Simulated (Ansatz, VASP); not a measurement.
## SrTl in VASP and in Ansatz

```
Sr Tl
1.0
     3.98153    0.00000    0.00000
     0.00000    3.98153    0.00000
     0.00000    0.00000    3.98153
Sr Tl
1 1
Cartesian
  0.0000 0.0000 0.0000
  1.9908 1.9908 1.9908
```

Alike in both runs: task single point; functional LDA; k mesh 10 × 10 × 10; occupations fermi-dirac, width 0.15 eV; no spin polarisation.

|  | VASP | Ansatz |
| --- | --- | --- |
| version | VASP 6.6.1 | Ansatz 0.2.0 |
| potentials or method | VASP PAW LDA potentials, release 64 (Sr_sv, Tl_d), cutoff 520 eV | scalar-relativistic, plane waves, PAW |
| valence electrons in the cell | 23 | 23 |

```tsv
	VASP	Ansatz	Ansatz less VASP
gap on the k mesh at the Fermi level (eV)	none	none	-
pressure (GPa)	-0.5	-0.6	-0.10
```

LDA's correlation is that of Perdew and Zunger in VASP and of Perdew and Wang (1992) in Ansatz. A gap of «none» marks a metal or a gap that the smearing closes.

Spin-orbit coupling is off throughout.
